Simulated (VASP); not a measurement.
AlGa3Sb2:

```
CELL_PARAMETERS angstrom
4.49008 0.00000 0.00000
-2.24504 3.88853 0.00000
0.00000 0.00000 8.19517
ATOMIC_POSITIONS crystal
Al 0.00000 0.00000 0.00000
Ga 0.33333 0.66667 0.50000
Ga 0.66667 0.33333 0.50000
Ga 0.00000 0.00000 0.50000
Sb 0.00000 0.00000 0.75084
Sb 0.00000 0.00000 0.24916
```

```yaml
Program: VASP 6.6.1
Task: relaxation of cell and atoms
Functional: PBE
Potentials_or_basis: VASP PAW PBE potentials, release 64 (Al, Ga_d, Sb)
Cutoff: 600 eV
k_mesh: 6 × 6 × 2
Occupations: gaussian, width 0.1 eV
Spin: no spin polarisation
```

At the start: pressure 39.9 GPa; volume 23.85 Å³/atom.

Where does the relaxation end?

Over 14 steps the energy falls by 1457.6 meV/atom and the volume is 35.42 Å³/atom (+48.5 %); space group P6/mmm (No. 191, to 0.05 Å).

Step by step:
| step | energy change (eV) | largest force (eV/Å) | pressure (GPa) | volume (Å³) |
| --- | --- | --- | --- | --- |
| 1 | 0.0000 | 1.7591 | 39.94 | 143.09 |
| 2 | -6.3093 | 0.2266 | -4.27 | 285.57 |
| 3 | -8.7017 | 0.0811 | 0.60 | 204.51 |
| 4 | -8.7024 | 0.0849 | 0.27 | 206.36 |
| 5 | -8.7130 | 0.0655 | 0.11 | 208.68 |
| 6 | -8.7223 | 0.0605 | -0.16 | 212.42 |
| 7 | -8.7232 | 0.0278 | -0.84 | 219.94 |
| 8 | -8.7257 | 0.0604 | -0.52 | 216.03 |
| 9 | -8.7365 | 0.0253 | -0.42 | 215.76 |
| 10 | -8.7355 | 0.2433 | 0.10 | 214.87 |
| 11 | -8.7432 | 0.0769 | -0.20 | 215.37 |
| 12 | -8.7432 | 0.0868 | -0.18 | 215.34 |
| 13 | -8.7443 | 0.0668 | -0.14 | 214.64 |
| 14 | -8.7453 | 0.0047 | 0.10 | 212.54 |

Final structure:
```cif
data_structure
_symmetry_space_group_name_H-M 'P 1'
_symmetry_Int_Tables_number 1
_cell_length_a 4.8180
_cell_length_b 4.8180
_cell_length_c 10.5724
_cell_angle_alpha 90.000
_cell_angle_beta 90.000
_cell_angle_gamma 120.000
_cell_volume 212.54
loop_
_atom_site_label
_atom_site_type_symbol
_atom_site_fract_x
_atom_site_fract_y
_atom_site_fract_z
_atom_site_occupancy
Al1 Al 0.00000 0.00000 0.00000 1
Ga1 Ga 0.33333 0.66667 0.50000 1
Ga2 Ga 0.66667 0.33333 0.50000 1
Ga3 Ga 0.00000 0.00000 0.50000 1
Sb1 Sb 0.00000 0.00000 0.75933 1
Sb2 Sb 0.00000 0.00000 0.24067 1
```

Caveat: the k points lie up to 0.30 Å⁻¹ apart in the final cell; the volume moved by over 15 % at a fixed basis, so the end points are rough.
